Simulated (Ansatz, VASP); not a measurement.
## Ba: VASP beside Ansatz

File INCAR:

```
SYSTEM = Ba
PREC = Accurate
ENCUT = 600
EDIFF = 1E-7
ISMEAR = -1
SIGMA = 0.05
LREAL = .False.
LASPH = .True.
NELM = 100
ALGO = Normal
ISIF = 3
LWAVE = .False.
LCHARG = .False.
GGA = PE
IBRION = 2
NSW = 45
EDIFFG = -0.005
```

KPOINTS

```
regular mesh
0
Gamma
  11 11 6
  0 0 0
```

File POSCAR:

```
Ba
1.0
    4.4688438512      0.0000000000      0.0000000000
   -2.2344219256      3.8701323007      0.0000000000
    0.0000000000      0.0000000000      7.3410155688
Ba
2
Direct
    0.3333333333      0.6666666667      0.2500000000
    0.6666666667      0.3333333333      0.7500000000
```

Input for Ansatz:

```yaml
crystal:
  lattice:
    - [4.4688438512, 0.0, 0.0]
    - [-2.2344219256, 3.8701323007, 0.0]
    - [0.0, 0.0, 7.3410155688]
  atoms:
    - { symbol: Ba, position: [0.3333333333, 0.6666666667, 0.25] }
    - { symbol: Ba, position: [0.6666666667, 0.3333333333, 0.75] }
kpoints:
  mp_grid: { grid: [11, 11, 6] }
scf:
  occupations: { method: fermi_dirac, width: 0.05 }
hamiltonian:
  xc: pbe
  pseudopotentials:
    kind: all_electron
    lapw: { basis_error: 0.0005 }
    relativity: none
output:
  forces: true
  stress: true
  eigenvalues: true
  populations: true
relax:
  f_tol: 0.005
  max_steps: 25
  cell: {}
```

Alike in both runs: task relaxation of cell and atoms; functional PBE; k mesh 11 × 11 × 6; occupations fermi-dirac, width 0.05 eV; no spin polarisation.

```csv
,VASP,Ansatz
version,VASP 6.6.1,Ansatz 0.2.0
potentials or method,"VASP PAW PBE potentials, release 64 (Ba_sv), cutoff 600 eV","all-electron LAPW, non-relativistic"
```

|  | VASP | Ansatz | Ansatz less VASP |
| --- | --- | --- | --- |
| relaxed volume (Å³/atom) | 63.89 | 61.24 | -2.643 |
| relaxed length of the cell vector where the two differ most in proportion (Å) | 7.357 | 7.184 | -0.1723 |

Ansatz ran all-electron here, and VASP with PAW potentials.

Neither program's run includes spin-orbit coupling.
